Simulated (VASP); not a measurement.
# Zn (P6_3/mmc) in VASP: single point with PBE

Aim: the single point of Zn with PBE.

All numbers are computed with VASP 6.6.1; they aren't measurements. Logs are shortened: lines on timing, memory, paths and dates and some standing lists are left out, and cuts for length are marked.

### Step 1. The cell of the first run

The structure is hexagonal, space group P6_3/mmc (No. 194). Conventional cell: a = 2.562 Å, b = 2.562 Å, c = 4.372 Å, α = 90.00°, β = 90.00°, γ = 120.00°. Within 3.4 Å of Zn (site symmetry -6m2) lie 12 Zn at 2.56 to 2.64 Å.

### Step 2. Single point, PBE

INCAR reads:

```
ALGO = Normal
EDIFF = 1E-6
ENCUT = 520
GGA = PE
ISIF = 2
ISMEAR = -1
LASPH = True
LCHARG = True
LELF = True
LREAL = False
LVHAR = True
LWAVE = False
NBANDS = 19
NELM = 60
PREC = Accurate
SIGMA = 0.08
```

KPOINTS reads:

```
k-points
0
Gamma
  17 17 9
```

POSCAR reads:

```
Zn
1.0
    2.5619960313      0.0000000000      0.0000000000
   -1.2809980157      2.2187536475      0.0000000000
    0.0000000000      0.0000000000      4.3721486529
Zn
2
Direct
    0.3333333333      0.6666666667      0.2500000000
    0.6666666667      0.3333333333      0.7500000000
```

Potentials or basis: VASP PAW PBE potentials, release 64 (Zn).

The run is started by

```
cat potpaw_PBE.64/Zn/POTCAR > POTCAR
mpirun -np 1 vasp_std > vasp.out
```

OUTCAR:

```text
EDIFF = 1E-6
   ENCUT = 520
   GGA = PE
   ISIF = 2
   ISMEAR = -1
   LASPH = True
   LREAL = False
   NELM = 60
   PREC = Accurate

 ion  position               nearest neighbor table
   1  0.333  0.667  0.250-   2 2.64   2 2.64   2 2.64   2 2.64   2 2.64   2 2.64
   2  0.667  0.333  0.750-   1 2.64   1 2.64   1 2.64   1 2.64   1 2.64   1 2.64

  LATTYP: Found a hexagonal cell.
 ALAT       =     2.5619960313
 C/A-ratio  =     1.7065399788

  Lattice vectors:

 A1 = (   2.5619960313,   0.0000000000,   0.0000000000)
 A2 = (  -1.2809980157,   2.2187536475,   0.0000000000)
 A3 = (   0.0000000000,   0.0000000000,   4.3721486529)

Analysis of symmetry for initial positions (statically):
=====================================================================
 Subroutine PRICEL returns:
 Original cell was already a primitive cell.

 Routine SETGRP: Setting up the symmetry group for a
 hexagonal supercell.

 Subroutine GETGRP returns: Found 24 space group operations
 (whereof 12 operations were pure point group operations)
 out of a pool of 24 trial point group operations.

The static configuration has the point symmetry D_3d.
 The point group associated with its full space group is D_6h.

Analysis of symmetry for dynamics (positions and initial velocities):
=====================================================================
 Subroutine PRICEL returns:
 Original cell was already a primitive cell.

 Routine SETGRP: Setting up the symmetry group for a
 hexagonal supercell.

 Subroutine GETGRP returns: Found 24 space group operations
 (whereof 12 operations were pure point group operations)
 out of a pool of 24 trial point group operations.

The dynamic configuration has the point symmetry D_3d.
 The point group associated with its full space group is D_6h.

 Subroutine INISYM returns: Found 24 space group operations
 (whereof 12 operations are pure point group operations),
 and found     1 'primitive' translations

----------------------------------------------------------------------------------------

                                     Primitive cell

  volume of cell :      24.8532

  direct lattice vectors                    reciprocal lattice vectors
     2.561996031  0.000000000  0.000000000     0.390320667  0.225351742  0.000000000
    -1.280998016  2.218753647  0.000000000     0.000000000  0.450703484  0.000000000
     0.000000000  0.000000000  4.372148653     0.000000000  0.000000000  0.228720494

  length of vectors
     2.561996031  2.561996031  4.372148653     0.450703484  0.450703484  0.228720494

  position of ions in fractional coordinates (direct lattice)
     0.333333333  0.666666667  0.250000000
     0.666666667  0.333333333  0.750000000

  ion indices of the primitive-cell ions
   primitive index   ion index
                 1           1
                 2           2

----------------------------------------------------------------------------------------

 KPOINTS: k-points

Automatic generation of k-mesh.
 Grid dimensions read from file:
 generate k-points for:   17   17    9

 Generating k-lattice:

  Cartesian coordinates                     Fractional coordinates (reciprocal lattice)
     0.022960039  0.013255985  0.000000000     0.058823529 -0.000000000  0.000000000
     0.000000000  0.026511970  0.000000000     0.000000000  0.058823529  0.000000000
     0.000000000  0.000000000  0.025413388     0.000000000  0.000000000  0.111111111

  Length of vectors
     0.026511970  0.026511970  0.025413388

  Shift w.r.t. Gamma in fractional coordinates (k-lattice)
     0.000000000  0.000000000  0.000000000

 Subroutine IBZKPT returns following result:
 ===========================================

 Found    165 irreducible k-points:

 Following reciprocal coordinates:
            Coordinates               Weight
  0.000000  0.000000  0.000000      1.000000
  0.058824  0.000000  0.000000      6.000000
  0.117647  0.000000  0.000000      6.000000
  0.176471  0.000000  0.000000      6.000000
  0.235294  0.000000  0.000000      6.000000
  0.294118  0.000000  0.000000      6.000000
[... 16 lines left out ...]
  0.411765  0.117647  0.000000     12.000000
  0.176471  0.176471  0.000000      6.000000
 [... further k-points ...]
   k-points           NKPTS =    165   k-points in BZ     NKDIM =    165   number of bands    NBANDS=     19
   number of dos      NEDOS =    301   number of ions     NIONS =      2
   total plane-waves  NPLWV =  14400
   dimension x,y,z NGX =    20 NGY =   20 NGZ =   36
   dimension x,y,z NGXF=    40 NGYF=   40 NGZF=   72
   ions per type =               2
   NGX,Y,Z   is equivalent  to a cutoff of  12.98, 12.98, 13.69 a.u.
   NGXF,Y,Z  is equivalent  to a cutoff of  25.96, 25.96, 27.38 a.u.
 SYSTEM =  unknown system
   PREC   = accura    normal or accurate (medium, high low for compatibility)
   ISTART =      0    job   : 0-new  1-cont  2-samecut
   ICHARG =      2    charge: 1-file 2-atom 10-const
   ISPIN  =      1    spin polarized calculation?
   LNONCOLLINEAR =      F non collinear calculations
   LSORBIT =      F    spin-orbit coupling
   LASPH  =      T    aspherical Exc in radial PAW
   ENCUT  =  520.0 eV  38.22 Ry    6.18 a.u.   4.76  4.76  8.13*2*pi/ulx,y,z
   NELM   =     60;   NELMIN=  2; NELMDL= -5     # of ELM steps
   EDIFF  = 0.1E-05   stopping-criterion for ELM
   LREAL  =      F    real-space projection
   EDIFFG = 0.1E-04   stopping-criterion for IOM
   NSW    =      0    number of steps for IOM
   IBRION =     -1    ionic relax: 0-MD 1-quasi-New 2-CG
   NFREE  =      0    steps in history (QN), initial steepest desc. (CG)
   ISIF   =      2    stress and relaxation
   ISYM   =      2    0-nonsym 1-usesym 2-fastsym
   POTIM  = 0.5000    time-step for ionic-motion
   TEBEG  =    0.0;   TEEND  =   0.0 temperature during run
   PSTRESS=    0.0 pullay stress
   NELECT =      24.0000    total number of electrons
   NUPDOWN=      -1.0000    fix difference up-down
   EMIN   =  10.00;   EMAX   =-10.00  energy-range for DOS
   EFERMI =   0.00;   METHOD = LEGACY
   ISMEAR =    -1;   SIGMA  =   0.08  broadening in eV -4-tet -1-fermi 0-gaus
   EFERMI_NEDOS =   21; number of points for ismear=-14 and -15
   IALGO  =     38    algorithm
   IMIX   =      4    mixing-type and parameters
     AMIX     =   0.40;   BMIX     =  1.00
     AMIX_MAG =   1.60;   BMIX_MAG =  1.00
  volume/ion in A,a.u.               =      12.43        83.86
  Fermi-wavevector in a.u.,A,eV,Ry     =   1.618146  3.057853 35.625456  2.618397
  Thomas-Fermi vector in A             =   2.712456
   LORBIT       =      0    0 simple, 1 ext, 2 COOP (PROOUT), +10 PAW based schemes
   GGA     = PE    functional components
   LHFCALC =     F    Hartree Fock is set to
   AEXX    =    0.0000 exact exchange contribution
   IVDW    =     0    specifies the selected vdW correction
   LEPSILON=     F    determine dielectric tensor
   LRPA    =     F    only Hartree local field effects (RPA)
 non-spin polarized calculation
  energy-cutoff  :      520.00
  volume of cell :       24.85
 maximum number of plane-waves:       683
 NGX is ok and might be reduce to    20
   NGX =  9   NGY =  9   NGZ = 17

 number of electron      23.9999970 magnetization

 Free energy of the ion-electron system (eV)
  ---------------------------------------------------
  ext. energy  EPLUGINS =         0.00000000
  ---------------------------------------------------
  free energy    TOTEN  =        -1.90639601 eV

  energy without entropy =       -1.90020641  energy(sigma->0) =       -1.90330121

 E-fermi :   4.9269     XC(G=0): -12.6636

 val. band max:        4.8931793668   @ k =   0.2941   0.2941   0.3333
 cond. band min:       5.0424227774   @ k =   0.2941   0.0588   0.0000
 fundamental gap:      0.1492434106
 Fermi energy:         4.9269360977

 k-point     1 :       0.0000    0.0000    0.0000
  band No.  band energies     occupation
      1      -7.4268      2.00000
      2      -4.7840      2.00000
      3      -3.7131      2.00000
      4      -3.5555      2.00000
      5      -3.5555      2.00000
      6      -3.4464      2.00000
[... 11 lines left out ...]
     18      24.8465      0.00000
     19      24.8465      0.00000

 k-point     2 :       0.0588    0.0000    0.0000
  band No.  band energies     occupation
      1      -7.3162      2.00000
      2      -4.7353      2.00000
      3      -3.7169      2.00000
      4      -3.5533      2.00000
      5      -3.5251      2.00000
      6      -3.4593      2.00000
[... 11 lines left out ...]
     18      26.0876      0.00000
     19      26.4694      0.00000

 k-point     3 :       0.1176    0.0000    0.0000
  band No.  band energies     occupation
      1      -6.9889      2.00000
      2      -4.6033      2.00000
      3      -3.7440      2.00000
      4      -3.5415      2.00000
      5      -3.4732      2.00000
      6      -3.4373      2.00000
[... 11 lines left out ...]
     18      25.4113      0.00000
     19      25.5410      0.00000

 k-point     4 :       0.1765    0.0000    0.0000
  band No.  band energies     occupation
      1      -6.4624      2.00000
      2      -4.4368      2.00000
      3      -3.7838      2.00000
      4      -3.5754      2.00000
      5      -3.5074      2.00000
      6      -3.3896      2.00000
[... 11 lines left out ...]
     18      22.9413      0.00000
     19      24.9473      0.00000

 k-point     5 :       0.2353    0.0000    0.0000
  band No.  band energies     occupation
      1      -5.7858      2.00000
      2      -4.3322      2.00000
      3      -3.7621      2.00000
      4      -3.7607      2.00000
      5      -3.6071      2.00000
      6      -3.3424      2.00000
[... 11 lines left out ...]
     18      21.2810      0.00000
     19      25.4476      0.00000
[... 334 lines left out ...]
      2      -4.3076      2.00000
      3      -4.1520      2.00000
      4      -3.5829      2.00000
      5      -3.5655      2.00000
      6      -3.4725      2.00000
[... 11 lines left out ...]
     18      20.3483      0.00000
     19      20.5208      0.00000

 k-point    22 :       0.3529    0.1176    0.0000
  band No.  band energies     occupation
      1      -4.4102      2.00000
      2      -4.3423      2.00000
      3      -4.2517      2.00000
      4      -3.5779      2.00000
      5      -3.4422      2.00000
      6      -3.3992      2.00000
[... 11 lines left out ...]
     18      19.8667      0.00000
     19      20.1132      0.00000

 k-point    23 :       0.4118    0.1176    0.0000
  band No.  band energies     occupation
      1      -4.4413      2.00000
      2      -4.3376      2.00000
      3      -4.3014      2.00000
      4      -3.5677      2.00000
      5      -3.4999      2.00000
      6      -3.3571      2.00000
[... 11 lines left out ...]
     18      19.6205      0.00000
     19      19.9093      0.00000

 k-point    24 :       0.1765    0.1765    0.0000
  band No.  band energies     occupation
      1      -4.8714      2.00000
      2      -4.1070      2.00000
      3      -3.9779      2.00000
      4      -3.9688      2.00000
      5      -3.5520      2.00000
      6      -3.5495      2.00000
[... 11 lines left out ...]
     18      19.4617      0.00000
     19      19.7601      0.00000

 [... further k-points ...]
[... 5 lines left out ...]
  --------------------------------------------------------------------------------------
  -------------------------------------------------------------------------------------
  Total        3.5274996      3.5274996      3.5028240     -0.0000000     -0.0000000      0.0000000
  in kB      227.4024277    227.4024277    225.8117008     -0.0000000     -0.0000000      0.0000000
  external PRESSURE =     226.8721854 kB  Pullay stress =       0.0000000 kB

 VOLUME and BASIS-vectors are now :
 -----------------------------------------------------------------------------
  energy-cutoff  :      520.00
  volume of cell :       24.85
      direct lattice vectors                 reciprocal lattice vectors
     2.561996031  0.000000000  0.000000000     0.390320667  0.225351742  0.000000000
    -1.280998016  2.218753647  0.000000000     0.000000000  0.450703484  0.000000000
     0.000000000  0.000000000  4.372148653     0.000000000  0.000000000  0.228720494

 POSITION                                       TOTAL-FORCE (eV/Angst)
 -----------------------------------------------------------------------------------
     -0.00000      1.47917      1.09304        -0.000000      0.000000      0.000000
      1.28100      0.73958      3.27911         0.000000      0.000000      0.000000
 -----------------------------------------------------------------------------------
    total drift:                               -0.000000      0.000000      0.000000

  FREE ENERGIE OF THE ION-ELECTRON SYSTEM (eV)
  ---------------------------------------------------
  free  energy   TOTEN  =        -1.9063960064 eV

  energy  without entropy=       -1.9002064122  energy(sigma->0) =       -1.90330121
```

Wall time 48 s (1 thread of Intel Xeon Platinum 8488C (Sapphire Rapids), shared host); peak memory 0.18 GiB.

Results:

* Free energy: -1.9064 eV
* Pressure: 22.7 GPa
* Band gap on the k mesh: zero (bands 12 and 13 overlap by 3.44 eV)

Stress tensor (GPa, compression positive):
```
22.74  0.00  0.00
 0.00 22.74  0.00
 0.00  0.00 22.58
```

Levels at points of the mesh, in eV from the Fermi level:
```
           k point  band 8  band 9  band 10  band 11  band 12  band 13  band 14  band 15  band 16  band 17
(0.00, 0.00, 0.00)   -8.09   -8.09    -7.65    -7.65    -4.42    -1.91    18.11    18.11    18.76    19.25
```

Caveat: the cell stands under pressure.
